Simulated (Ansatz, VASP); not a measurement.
**One calculation of MgCd5O6, two programs**

```xyz
12
Lattice="3.3035 0.0000 0.0000 -1.6517 2.8609 0.0000 0.0000 0.0000 16.3960" Properties=species:S:1:pos:R:3 pbc="T T T"
Mg    0.0000    0.0000    8.1980
Cd    1.6517    0.9536   10.7771
Cd    0.0000    1.9073    5.6189
Cd    1.6517    0.9536    2.8099
Cd    0.0000    0.0000    0.0000
Cd    0.0000    1.9073   13.5861
O     0.0000    1.9073    9.3319
O     1.6517    0.9536    7.0641
O     0.0000    0.0000    4.2152
O     0.0000    1.9073    1.4045
O     1.6517    0.9536   14.9915
O     0.0000    0.0000   12.1809
```

Alike in both runs: task single point; functional PBE; k mesh 6 × 6 × 1; occupations gaussian, width 0.1 eV; collinear spin.

|  | VASP | Ansatz |
| --- | --- | --- |
| version | VASP 6.6.1 | Ansatz 0.2.0 |
| potentials or method | VASP PAW PBE potentials, release 64 (Mg, Cd, O), cutoff 520 eV | scalar-relativistic, plane waves, PAW |
| valence electrons in the cell | 98 | 146 |

|  | VASP | Ansatz | Ansatz less VASP |
| --- | --- | --- | --- |
| gap on the k mesh at the Fermi level (eV) | none | none | - |
| pressure (GPa) | 1.0 | 0.0 | -1.04 |
| traceless stress, the component that is largest in VASP (GPa) | 0.08 | 0.01 | -0.076 |
| rms of the force components (eV/Å) | 0.021 | 0.001 | -0.0205 |
| net moment per atom (μB) | 0.00 | 0.00 | 0.000 |

Atom by atom the forces differ by 0.021 eV/Å (rms over components). A gap of «none» marks a metal or a gap that the smearing closes. VASP's potentials hold 98 valence electrons a cell and Ansatz's 146, so a difference there can come from the potentials and not from the codes. Ansatz's warnings: seeded moment not kept.

The k mesh is coarse, so the values compare programs but aren't converged.
